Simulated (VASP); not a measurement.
Input of a VASP 6.6.1 run:

The input POSCAR:

```
P
1.0
    3.3891995901      0.0000000000      0.0000000000
    0.0000000000     35.9043585632      0.0000000000
    0.0000000000      0.0000000000      4.5526777268
P
4
Direct
    0.0000000000      0.9705424851      0.5908796571
    0.0000000000      0.0294575149      0.4091203429
    0.5000000000      0.0294575149      0.0908796571
    0.5000000000      0.9705424851      0.9091203429
```

Contents of INCAR.step1:

```
PREC = Accurate ; ENCUT = 520
ISMEAR = 0 ; SIGMA = 0.02
LREAL = F ; LASPH = T
NELM = 100 ; NBANDS = 18
GGA = PE ; ALGO = Normal
EDIFF = 1E-4 ; LWAVE = T
LCHARG = F
```

File INCAR.step2:

```
PREC = Accurate ; ENCUT = 520
EDIFF = 1E-6 ; ISMEAR = 0
SIGMA = 0.02 ; LREAL = F
LASPH = T ; NELM = 100
ALGO = Normal ; ISIF = 2
LWAVE = F ; LCHARG = F
METAGGA = R2SCAN ; LMIXTAU = T
NBANDS = 18 ; ISTART = 1
```

Contents of KPOINTS:

```
Automatic mesh
0
Gamma
  8 1 6
```

Potentials or basis: VASP PAW PBE potentials, release 64 (P).

Launch:

```sh
$ cat potpaw_PBE.64/P/POTCAR > POTCAR
$ cp INCAR.step1 INCAR
$ mpirun -np 1 vasp_std > vasp.out
$ cp INCAR.step2 INCAR
$ mpirun -np 1 vasp_std > vasp.out
```

(1) Estimate the largest force.

(2) Predict the band gap on the k mesh.

## Answers

(1) 0.292 eV/Å.

(2) 1.05 eV.

Caveat: the cell differs from its parent crystal (biaxial strain in the a-b plane: +3.0 %); there is no dipole correction, which matters where the two faces differ; the PAW data sets were made with another functional, which shifts forces and pressure a little.
